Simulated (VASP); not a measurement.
A run of VASP 6.6.1:

The input INCAR:

```
SYSTEM = SnO2
PREC = Accurate ; ENCUT = 520
EDIFF = 1E-6 ; ISMEAR = 0
SIGMA = 0.05 ; LREAL = .False.
LASPH = .True. ; NELM = 80
ALGO = Normal ; ISIF = 2
LWAVE = .False. ; LCHARG = .True.
LELF = .True. ; LVHAR = .True.
NBANDS = 35
```

Contents of KPOINTS:

```
Automatic mesh
0
Gamma
  6 6 8
  0 0 0
```

Contents of POSCAR:

```
SnO2
1.0
    4.7222897775      0.0000000000      0.0000000000
    0.0000000000      4.7228698889      0.0000000000
    0.0000000000      0.0000000000      3.1904047622
Sn O
2 4
Direct
    0.5000000000      0.5000000000      0.5000000000
    0.0000000000      0.0000000000      0.0000000000
    0.3059833077      0.2932176170      0.0000000000
    0.8059833077      0.2067823830      0.5000000000
    0.1940166923      0.7932176170      0.5000000000
    0.6940166923      0.7067823830      0.0000000000
```

Potentials or basis: VASP PAW LDA potentials, release 64 (Sn_d, O).

Launch:

```console
$ cat potpaw_LDA.64/Sn_d/POTCAR potpaw_LDA.64/O/POTCAR > POTCAR
$ mpirun -np 1 vasp_std > vasp.out
```

Hardware: 1 thread of Intel Xeon 8259CL (shared host).

Question: Estimate the wall time of this run.

Answer: Wall time 3.3 min on 1 thread of Intel Xeon 8259CL, with other jobs on the host, peak memory 0.26 GiB. Counts: scf iterations 14, k points 80.
